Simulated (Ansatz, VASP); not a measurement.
SnSe in VASP and in Ansatz

The input INCAR:

```
SYSTEM = SnSe
  PREC = Accurate
  ENCUT = 520
  EDIFF = 1E-6
  ISMEAR = -1
  SIGMA = 0.02
  LREAL = .False.
  LASPH = .True.
  NELM = 100
  ALGO = Normal
  ISIF = 2
  LWAVE = .False.
  LCHARG = .False.
  GGA = PE
  NBANDS = 17
```

KPOINTS

```
regular mesh
0
Gamma
  9 9 9
  0 0 0
```

The input POSCAR:

```
SnSe
1.0
    0.0602000000      3.0401000000      3.0401000000
    3.0401000000      0.0602000000      3.0401000000
    3.0401000000      3.0401000000      0.0602000000
Sn Se
1 1
Direct
    0.0000000000      0.0000000000      0.0000000000
    0.5000000000      0.5000000000      0.5000000000
```

Input for Ansatz:

```yaml
crystal:
  lattice:
    - [0.0602, 3.0401, 3.0401]
    - [3.0401, 0.0602, 3.0401]
    - [3.0401, 3.0401, 0.0602]
  atoms:
    - { symbol: Sn, position: [0.0, 0.0, 0.0] }
    - { symbol: Se, position: [0.5, 0.5, 0.5] }
kpoints:
  mp_grid: { grid: [9, 9, 9] }
  band_path:
    path:
      - [0.0, 0.0, 0.0]
      - [0.5, 0.5, 0.5]
      - [0.2451701269, 0.5, 0.7548298731]
      - [-0.2451701269, 0.2451701269, 0.5]
      - [0.0, 0.0, 0.5]
      - [0.0, 0.0, 0.0]
      - [-0.3725850634, 0.0, 0.3725850634]
      - [0.0, 0.3725850634, 0.6274149366]
      - [0.0, 0.5, 0.5]
    npoints: 5
scf:
  occupations: { method: fermi_dirac, width: 0.02 }
hamiltonian:
  xc: pbe
  pseudopotentials: { kind: all_electron, lapw: { basis_error: 0.00025 } }
output:
  forces: true
  stress: true
  eigenvalues: true
```

Change from the starting cell: equal xy, yz and zx shear strains of +2 %.

Alike in both runs: task single point; functional PBE; k mesh 9 × 9 × 9; occupations fermi-dirac, width 0.02 eV; no spin polarisation.

|  | VASP | Ansatz |
| --- | --- | --- |
| version | VASP 6.6.1 | Ansatz 0.2.0 |
| potentials or method | VASP PAW PBE potentials, release 64 (Sn_d, Se), cutoff 520 eV | all-electron LAPW, scalar-relativistic |

|  | VASP | Ansatz | Ansatz less VASP |
| --- | --- | --- | --- |
| pressure (GPa) | 1.0 | 1.0 | +0.01 |
| traceless stress, the component that is largest in VASP (GPa) | -0.38 | -0.38 | -0.001 |

Ansatz ran all-electron here, and VASP with PAW potentials.
